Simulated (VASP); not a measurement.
Crystal: Co.

```xyz
2
Lattice="2.5038 0.0000 0.0000 -1.2519 2.1684 0.0000 0.0000 0.0000 4.0902" Properties=species:S:1:pos:R:3 pbc="T T T"
Co    0.0000    1.4456    3.0273
Co    1.2519    0.7228    1.0629
```

Base run:

| Quantity | Value |
| --- | --- |
| Program | VASP 6.6.1 |
| Functional | PBEsol |
| Potentials or basis | VASP PAW PBE potentials, release 64 (Co) |
| Cutoff | 520 eV |
| k mesh | 12 × 12 × 7 |
| Occupations | fermi-dirac, width 0.05 eV |
| Spin | collinear spin, ferromagnetic start |
| Starting moments | [2.0, 2.0] μB |

Its results: pressure -13.6 GPa; net moment 3.28 μB per cell; site moments Co +1.66 μB; largest force 0.368 eV/Å.

The run is repeated on the same cell with these changes: functional from PBEsol to LDA; potentials or basis from VASP PAW PBE potentials, release 64 (Co) to VASP PAW LDA potentials, release 64 (Co). What comes out?

Pressure -21.9 GPa; net moment 3.14 μB per cell; site moments Co +1.57 μB; largest force 0.346 eV/Å.

Caveats: the PAW data sets were made with another functional, which shifts forces and pressure a little (some runs).
